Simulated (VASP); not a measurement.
# Be18S: single point with r2SCAN+D3(BJ)

System: Be18S, a slab with vacuum.

```
Be S
1.0
     4.58000    0.00000    0.00000
     3.43500    5.94960    0.00000
     0.00000    0.00000   16.58843
Be S
18 1
Direct
  0.00000 0.00000 0.06028
  0.50000 0.00000 0.06028
  0.00000 0.33333 0.06028
  0.50000 0.33333 0.06028
  0.00000 0.66667 0.06028
  0.50000 0.66667 0.06028
  0.82670 0.22311 0.17076
  0.32311 0.22592 0.17220
  0.84276 0.55269 0.17171
  0.34123 0.55403 0.16768
  0.84065 0.88589 0.16730
  0.33826 0.88151 0.16991
  0.00648 0.99918 0.27444
  0.50591 0.99827 0.27752
  0.97704 0.33443 0.28550
  0.49473 0.31860 0.28090
  0.01088 0.67474 0.27777
  0.50913 0.68387 0.28168
  0.56277 0.47766 0.37348
```

```json
{
 "Program": "VASP 6.6.1",
 "Task": "single point",
 "Functional": "r2SCAN",
 "Dispersion": "D3(BJ)",
 "Potentials or basis": "VASP PAW PBE potentials, release 64 (Be, S)",
 "Cutoff": "520 eV",
 "k mesh": "5 × 4 × 1",
 "Occupations": "gaussian, width 0.05 eV",
 "Spin": "no spin polarisation"
}
```

```
Largest force              : 0.357 eV/Å
Band gap on the k mesh     : zero (bands 21 and 22 overlap by 0.58 eV)
Dispersion energy per atom : -0.097 eV
```

Forces on the atoms (eV/Å):
```
Be   0.113  0.127  0.139
Be  -0.048  0.132 -0.328
Be   0.114 -0.016 -0.012
Be  -0.162 -0.155  0.058
Be  -0.131 -0.132  0.074
Be   0.118  0.042  0.020
Be   0.001  0.002 -0.004
Be  -0.005 -0.003  0.006
Be  -0.007 -0.005  0.006
Be   0.007 -0.003  0.006
Be   0.000  0.010  0.004
Be   0.005 -0.005 -0.006
Be   0.004  0.002  0.011
Be  -0.002  0.000  0.007
Be   0.000  0.004  0.003
Be  -0.007  0.002 -0.013
Be   0.006 -0.007  0.009
Be   0.007  0.007  0.005
S   -0.012 -0.003  0.015
```

Levels at points of the mesh, in eV from the Fermi level:
```csv
k point,band 19,band 20,band 21,band 22,band 23,band 24
"(0.00, 0.00, 0.00)",-1.38,-0.49,-0.41,0.07,1.04,2.46
"(0.00, 0.50, 0.00)",-1.63,-1.25,-0.36,-0.27,0.38,1.51
```

Wall time 35 min on 1 thread of Intel Xeon 8259CL, with other jobs on the host, peak memory 0.64 GiB.

Caveat: there is no dipole correction, which matters where the two faces differ; the PAW data sets were made with another functional, which shifts forces and pressure a little.
